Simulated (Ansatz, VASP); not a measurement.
Nb3N2: VASP beside Ansatz

```
CELL_PARAMETERS angstrom
-1.53796 2.20234 4.60753
1.53796 -2.20234 4.60753
1.53796 2.20234 -4.60753
ATOMIC_POSITIONS crystal
Nb 0.16493 0.66493 0.50000
Nb 0.83507 0.33507 0.50000
Nb 0.50000 0.00000 0.50000
N 0.33298 0.33298 0.00000
N 0.66702 0.66702 0.00000
```

Alike in both runs: functional PBE; k mesh 12 × 12 × 12; occupations gaussian, width 0.1 eV; no spin polarisation.

Ansatz relaxed the structure, and its values are those at the end. VASP's run is a single point on that final structure, the one shown.

```csv
,VASP,Ansatz
version,VASP 6.6.1,Ansatz 0.2.0
potentials or method,"VASP PAW PBE potentials, release 64 (Nb_sv, N), cutoff 520 eV","scalar-relativistic, plane waves, PAW"
valence electrons in the cell,49,49
```

VASP gave:

* gap on the k mesh at the Fermi level (eV): none
* pressure (GPa): -0.5
* rms of the force components (eV/Å): 0.003

Estimate Ansatz's values.

gap on the k mesh at the Fermi level (eV): none; pressure (GPa): 0.0; rms of the force components (eV/Å): 0.000.

A gap of «none» marks a metal or a gap that the smearing closes.
